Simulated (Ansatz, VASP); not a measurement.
# Two plane-wave programs on ZrN

```
Zr N
1.0
     0.00000    2.29733    2.29733
     2.29733    0.00000    2.29733
     2.29733    2.29733    0.00000
Zr N
1 1
Direct
  0.00000 0.00000 0.00000
  0.50000 0.50000 0.50000
```

Alike in both runs: task single point; functional PBEsol; k mesh 20 × 20 × 20; occupations gaussian, width 0.1 eV; no spin polarisation.

|  | VASP | Ansatz |
| --- | --- | --- |
| version | VASP 6.6.1 | Ansatz 0.2.0 |
| potentials or method | VASP PAW PBE potentials, release 64 (Zr_sv, N), cutoff 600 eV | scalar-relativistic, plane waves, PAW |
| valence electrons in the cell | 17 | 17 |

|  | VASP | Ansatz | Ansatz less VASP |
| --- | --- | --- | --- |
| gap on the k mesh at the Fermi level (eV) | none | none | - |
| pressure (GPa) | -6.8 | -7.1 | -0.25 |

VASP's potentials were made for PBE, not for PBEsol. A gap of «none» marks a metal or a gap that the smearing closes.
